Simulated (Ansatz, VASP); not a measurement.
## Nb: VASP beside Ansatz

```
CELL_PARAMETERS angstrom
3.53155 0.00000 0.00000
1.51620 4.07190 0.00000
-0.58751 -0.69758 2.85978
ATOMIC_POSITIONS crystal
Nb 0.10545 0.81562 0.05626
Nb 0.65686 0.38149 0.07178
```

Alike in both runs: task relaxation of cell and atoms; functional PBE; k mesh 6 × 4 × 6; occupations gaussian, width 0.1 eV; no spin polarisation.

|  | VASP | Ansatz |
| --- | --- | --- |
| version | VASP 6.6.1 | Ansatz 0.2.0 |
| potentials or method | VASP PAW PBE potentials, release 64 (Nb_sv), cutoff 600 eV | scalar-relativistic, plane waves, PAW |
| valence electrons in the cell | 26 | 26 |

```tsv
	VASP	Ansatz	Ansatz less VASP
gap on the k mesh at the Fermi level, each at its own relaxed structure (eV)	none	none	-
relaxed volume (Å³/atom)	17.98	18.05	+0.071
relaxed length of the cell vector where the two differ most in proportion (Å)	2.818	2.911	+0.0930
```

A gap of «none» marks a metal or a gap that the smearing closes.

The k mesh is coarse, so the values compare programs but aren't converged.
